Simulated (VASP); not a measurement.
Set up this calculation in VASP 6.6.1, as the native input.

```
Task                   : single point
Functional             : PBE
Potentials or basis    : VASP PAW PBE potentials, release 64 (Si, W_sv)
Cutoff                 : 520 eV
k mesh                 : 10 × 10 × 4
Occupations            : gaussian, width 0.1 eV
Spin                   : no spin polarisation
Dipole correction      : no
Further INCAR settings : ALGO = Fast; EDIFF = 1e-07; NBANDS = 41
```

The structure of SiW2 lies in POSCAR:

```
SiW2
1.0
    3.1676895568      0.0000000000      0.0000000000
    0.0000000000      3.1676895568      0.0000000000
    0.0000000000      0.0000000000      8.6502577299
Si W
2 4
Direct
    0.0000000000      0.5000000000      0.9205317444
    0.5000000000      0.0000000000      0.0794682556
    0.0000000000      0.5000000000      0.5887206548
    0.5000000000      0.0000000000      0.4112793452
    0.5000000000      0.0000000000      0.7743016965
    0.0000000000      0.5000000000      0.2256983035
```

This cell differs from its parent crystal: volume scaled by 0.97, then relaxed in part.

The input as run:

INCAR

```
SYSTEM = SiW2
  PREC = Accurate
  ENCUT = 520
  EDIFF = 1E-7
  ISMEAR = 0
  SIGMA = 0.1
  LREAL = .FALSE.
  LASPH = .TRUE.
  NELM = 100
  ALGO = Fast
  ISIF = 2
  LWAVE = .FALSE.
  LCHARG = .FALSE.
  GGA = PE
  NBANDS = 41
```

KPOINTS

```
regular mesh
0
G
  10 10 4
  0 0 0
```

Potentials or basis: VASP PAW PBE potentials, release 64 (Si, W_sv).

Command:

```sh
$ cat potpaw_PBE.64/Si/POTCAR potpaw_PBE.64/W_sv/POTCAR > POTCAR
$ mpirun -np 1 vasp_std > vasp.out
```

Results of the run:

The pressure is 8.9 GPa, the largest force is 0.037 eV/Å and the band gap on the k mesh is zero (band 32 reaches 12.10 eV, above the bottom of band 33 at 11.67 eV).

Caveat: spin-orbit coupling is left out, which moves the levels of the heavy elements.

Run time: 2.5 min on 1 thread of Intel(R) Xeon(R) Platinum 8375C CPU @ 2.90GHz (Ice Lake), on a shared host, peak memory 0.3 GiB.
